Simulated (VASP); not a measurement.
## MgS: single point with PBE

Crystal: MgS.

```
CELL_PARAMETERS angstrom
0.00000 2.84861 2.84861
2.84861 0.00000 2.84861
2.84861 2.84861 0.00000
ATOMIC_POSITIONS crystal
Mg 0.00000 0.00000 0.00000
S 0.25000 0.25000 0.25000
```

- Program: VASP 6.6.1
- Task: single point
- Functional: PBE
- Potentials or basis: VASP PAW PBE potentials, release 64 (Mg, S)
- Cutoff: 520 eV
- k mesh: 8 × 8 × 8
- Occupations: gaussian, width 0.02 eV
- Spin: no spin polarisation
- Dipole correction: no
- k mesh for the DOS: 12 × 12 × 12
- Occupations for the DOS: tetrahedron
- Further INCAR settings: ALGO = Normal; EDIFF = 1e-07; NBANDS = 11

```
Valence electrons inside the program's atomic spheres : Mg 0.34; S 3.81
```

Levels at points of the mesh, in eV from the valence-band top:
```tsv
k point	band 2	band 3	band 4	band 5	band 6	band 7
(0.00, 0.00, 0.00)	0.00	0.00	0.00	3.37	7.90	7.90
(0.50, 0.00, 0.00)	-3.06	-0.32	-0.32	5.05	7.61	7.61
(0.50, 0.50, 0.00)	-2.76	-1.01	-1.01	3.90	5.62	10.98
```

Wall time 17 s on 1 thread of Intel(R) Xeon(R) 6975P-C (Granite Rapids), on a shared host, peak memory 0.17 GiB.
